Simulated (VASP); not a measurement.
# SbPb (Fm-3m) in VASP: a series of runs

The runs below take SbPb through single point, with LDA.

Everything below comes from runs of VASP 6.6.1. Logs are shortened: lines on timing, memory, paths and dates and some standing lists are left out, and cuts for length are marked.

### 1 The cell of the first run

Symmetry: Fm-3m, No. 225, cubic system. The conventional cell has a = 6.433 Å, b = 6.433 Å, c = 6.433 Å, α = 90.00°, β = 90.00°, γ = 90.00°. Sb (site symmetry m-3m) has 6 Pb at 3.22 Å within 4.2 Å. Within 4.2 Å of Pb (site symmetry m-3m) lie 6 Sb at 3.22 Å.

### 2 Single point, LDA

INCAR

```
SYSTEM = SbPb
  PREC = Accurate
  ENCUT = 520
  EDIFF = 1E-7
  ISMEAR = -1
  SIGMA = 0.05
  LREAL = .FALSE.
  LASPH = .TRUE.
  NELM = 80
  ALGO = Normal
  ISIF = 2
  LWAVE = .FALSE.
  LCHARG = .FALSE.
  NBANDS = 16
```

KPOINTS

```
regular mesh
0
G
  8 8 8
  0 0 0
```

POSCAR

```
SbPb
1.0
    0.0000000000      3.2164723569      3.2164723569
    3.2164723569      0.0000000000      3.2164723569
    3.2164723569      3.2164723569      0.0000000000
Sb Pb
1 1
Direct
    0.5000000000      0.5000000000      0.5000000000
    0.0000000000      0.0000000000      0.0000000000
```

Potentials or basis: VASP PAW LDA potentials, release 64 (Sb, Pb_d).

Command:

```bash
$ cat potpaw_LDA.64/Sb/POTCAR potpaw_LDA.64/Pb_d/POTCAR > POTCAR
$ mpirun -np 1 vasp_std > vasp.out
```

OUTCAR:

```text
SYSTEM = SbPb
   PREC = Accurate
   ENCUT = 520
   EDIFF = 1E-7
   ISMEAR = -1
   LREAL = .FALSE.
   LASPH = .TRUE.
   NELM = 80
   ISIF = 2

 ion  position               nearest neighbor table
   1  0.500  0.500  0.500-   2 3.22   2 3.22   2 3.22   2 3.22   2 3.22   2 3.22
   2  0.000  0.000  0.000-   1 3.22   1 3.22   1 3.22   1 3.22   1 3.22   1 3.22

  LATTYP: Found a face centered cubic cell.
 ALAT       =     6.4329447138

  Lattice vectors:

 A1 = (   0.0000000000,   3.2164723569,   3.2164723569)
 A2 = (   3.2164723569,   0.0000000000,   3.2164723569)
 A3 = (   3.2164723569,   3.2164723569,   0.0000000000)

Analysis of symmetry for initial positions (statically):
=====================================================================
 Subroutine PRICEL returns:
 Original cell was already a primitive cell.

 Routine SETGRP: Setting up the symmetry group for a
 face centered cubic supercell.

 Subroutine GETGRP returns: Found 48 space group operations
 (whereof 48 operations were pure point group operations)
 out of a pool of 48 trial point group operations.

The static configuration has the point symmetry O_h .

Analysis of symmetry for dynamics (positions and initial velocities):
=====================================================================
 Subroutine PRICEL returns:
 Original cell was already a primitive cell.

 Routine SETGRP: Setting up the symmetry group for a
 face centered cubic supercell.

 Subroutine GETGRP returns: Found 48 space group operations
 (whereof 48 operations were pure point group operations)
 out of a pool of 48 trial point group operations.

The dynamic configuration has the point symmetry O_h .

 Subroutine INISYM returns: Found 48 space group operations
 (whereof 48 operations are pure point group operations),
 and found     1 'primitive' translations

----------------------------------------------------------------------------------------

                                     Primitive cell

  volume of cell :      66.5533

  direct lattice vectors                    reciprocal lattice vectors
     0.000000000  3.216472357  3.216472357    -0.155449805  0.155449805  0.155449805
     3.216472357  0.000000000  3.216472357     0.155449805 -0.155449805  0.155449805
     3.216472357  3.216472357  0.000000000     0.155449805  0.155449805 -0.155449805

  length of vectors
     4.548778830  4.548778830  4.548778830     0.269246960  0.269246960  0.269246960

  position of ions in fractional coordinates (direct lattice)
     0.500000000  0.500000000  0.500000000
     0.000000000  0.000000000  0.000000000

[... 72 lines left out ...]
   LSORBIT =      F    spin-orbit coupling
   LASPH  =      T    aspherical Exc in radial PAW
   ENCUT  =  520.0 eV  38.22 Ry    6.18 a.u.   8.46  8.46  8.46*2*pi/ulx,y,z
   NELM   =     80;   NELMIN=  2; NELMDL= -5     # of ELM steps
   EDIFF  = 0.1E-06   stopping-criterion for ELM
   LREAL  =      F    real-space projection
   EDIFFG = 0.1E-05   stopping-criterion for IOM
   NSW    =      0    number of steps for IOM
   IBRION =     -1    ionic relax: 0-MD 1-quasi-New 2-CG
   NFREE  =      0    steps in history (QN), initial steepest desc. (CG)
   ISIF   =      2    stress and relaxation
   ISYM   =      2    0-nonsym 1-usesym 2-fastsym
   POTIM  = 0.5000    time-step for ionic-motion
   TEBEG  =    0.0;   TEEND  =   0.0 temperature during run
   PSTRESS=    0.0 pullay stress
   NELECT =      19.0000    total number of electrons
   NUPDOWN=      -1.0000    fix difference up-down
   EMIN   =  10.00;   EMAX   =-10.00  energy-range for DOS
   EFERMI =   0.00;   METHOD = LEGACY
   ISMEAR =    -1;   SIGMA  =   0.05  broadening in eV -4-tet -1-fermi 0-gaus
   EFERMI_NEDOS =   21; number of points for ismear=-14 and -15
   IALGO  =     38    algorithm
   IMIX   =      4    mixing-type and parameters
     AMIX     =   0.40;   BMIX     =  1.00
     AMIX_MAG =   1.60;   BMIX_MAG =  1.00
  volume/ion in A,a.u.               =      33.28       224.56
  Fermi-wavevector in a.u.,A,eV,Ry     =   1.077961  2.037050 15.809956  1.161999
  Thomas-Fermi vector in A             =   2.213886
   LORBIT       =      0    0 simple, 1 ext, 2 COOP (PROOUT), +10 PAW based schemes
   GGA     = CA    functional components
   LHFCALC =     F    Hartree Fock is set to
   AEXX    =    0.0000 exact exchange contribution
   IVDW    =     0    specifies the selected vdW correction
   LEPSILON=     F    determine dielectric tensor
   LRPA    =     F    only Hartree local field effects (RPA)
 non-spin polarized calculation
  energy-cutoff  :      520.00
  volume of cell :       66.55
 maximum number of plane-waves:      1812
 NGX is ok and might be reduce to    36
   NGX = 17   NGY = 17   NGZ = 17

 number of electron      19.0000001 magnetization

 Free energy of the ion-electron system (eV)
  ---------------------------------------------------
  ext. energy  EPLUGINS =         0.00000000
  ---------------------------------------------------
  free energy    TOTEN  =        -8.83432214 eV

  energy without entropy =       -8.82341002  energy(sigma->0) =       -8.82886608

 E-fermi :   5.5172     XC(G=0):  -9.6252

 val. band max:        5.5171771124   @ k =  -0.2500   0.2500   0.0000
 cond. band min:       5.6398256181   @ k =   0.5000   0.2500   0.1250
 fundamental gap:      0.1226485057
 Fermi energy:         5.5171975343

 k-point     1 :       0.0000    0.0000    0.0000
  band No.  band energies     occupation
      1     -11.0916      2.00000
      2     -11.0916      2.00000
      3     -11.0700      2.00000
      4     -11.0700      2.00000
      5     -11.0700      2.00000
      6      -5.7242      2.00000
[... 433 lines left out ...]
      3     -11.0637      2.00000
      4     -11.0574      2.00000
      5     -11.0486      2.00000
      6      -3.2159      2.00000
[... 8 lines left out ...]
     15      12.8444      0.00000
     16      15.4255      0.00000

 [... further k-points ...]
[... 5 lines left out ...]
  --------------------------------------------------------------------------------------
  -------------------------------------------------------------------------------------
  Total       -1.9229557     -1.9229557     -1.9229557     -0.0000000      0.0000000     -0.0000000
  in kB      -46.2924749    -46.2924749    -46.2924749     -0.0000000      0.0000000     -0.0000000
  external PRESSURE =     -46.2924749 kB  Pullay stress =       0.0000000 kB

 VOLUME and BASIS-vectors are now :
 -----------------------------------------------------------------------------
  energy-cutoff  :      520.00
  volume of cell :       66.55
      direct lattice vectors                 reciprocal lattice vectors
     0.000000000  3.216472357  3.216472357    -0.155449805  0.155449805  0.155449805
     3.216472357  0.000000000  3.216472357     0.155449805 -0.155449805  0.155449805
     3.216472357  3.216472357  0.000000000     0.155449805  0.155449805 -0.155449805

 POSITION                                       TOTAL-FORCE (eV/Angst)
 -----------------------------------------------------------------------------------
      3.21647      3.21647      3.21647        -0.000000      0.000000      0.000000
      0.00000      0.00000      0.00000         0.000000     -0.000000     -0.000000
 -----------------------------------------------------------------------------------
    total drift:                               -0.000000      0.000000      0.000000

  FREE ENERGIE OF THE ION-ELECTRON SYSTEM (eV)
  ---------------------------------------------------
  free  energy   TOTEN  =        -8.8343221354 eV

  energy  without entropy=       -8.8234100158  energy(sigma->0) =       -8.82886608
```

OSZICAR:

```text
N       E                     dE             d eps       ncg     rms          rms(c)
DAV:   1     0.141349251759E+03    0.14135E+03   -0.82226E+03   936   0.109E+03
DAV:   2    -0.695205310126E+00   -0.14204E+03   -0.13865E+03  1072   0.300E+02
DAV:   3    -0.866209339438E+01   -0.79669E+01   -0.79216E+01  1160   0.768E+01
DAV:   4    -0.885811319099E+01   -0.19602E+00   -0.19598E+00  1128   0.150E+01
DAV:   5    -0.886738883643E+01   -0.92756E-02   -0.92755E-02  1312   0.274E+00    0.184E+00
DAV:   6    -0.883828472585E+01    0.29104E-01   -0.58858E-02  1224   0.276E+00    0.102E+00
DAV:   7    -0.883480337844E+01    0.34813E-02   -0.17713E-02  1256   0.121E+00    0.356E-01
DAV:   8    -0.883432798337E+01    0.47540E-03   -0.18746E-03  1232   0.506E-01    0.232E-02
DAV:   9    -0.883431948504E+01    0.84983E-05   -0.16267E-04  1272   0.125E-01    0.148E-02
DAV:  10    -0.883432214619E+01   -0.26612E-05   -0.15457E-05  1112   0.280E-02    0.532E-03
DAV:  11    -0.883432213541E+01    0.10781E-07   -0.94138E-07  1272   0.857E-03
   1 F= -.88343221E+01 E0= -.88288661E+01  d E =-.109121E-01
```

stdout:

```text
POSCAR found type information on POSCAR SbPb
 POSCAR found :  2 types and       2 ions
 scaLAPACK will be used
 LDA part: xc-table for (Slater(with rela. corr.)+CA(PZ))
 , standard interpolation
 POSCAR, INCAR and KPOINTS ok, starting setup
 FFT: planning ... GRIDC
 FFT: planning ... GRID_SOFT
 FFT: planning ... GRID
 WAVECAR not read
 entering main loop
```

It used 87 s of CPU time on 1 thread of AMD EPYC 7R13 Processor (Zen 3), on a shared host.

What came out:

```
Free energy : -8.8343 eV
Pressure    : -4.6 GPa
```

Caveat: spin-orbit coupling is left out, which moves the levels of the heavy elements.

(Continued in part 2 of 2.)
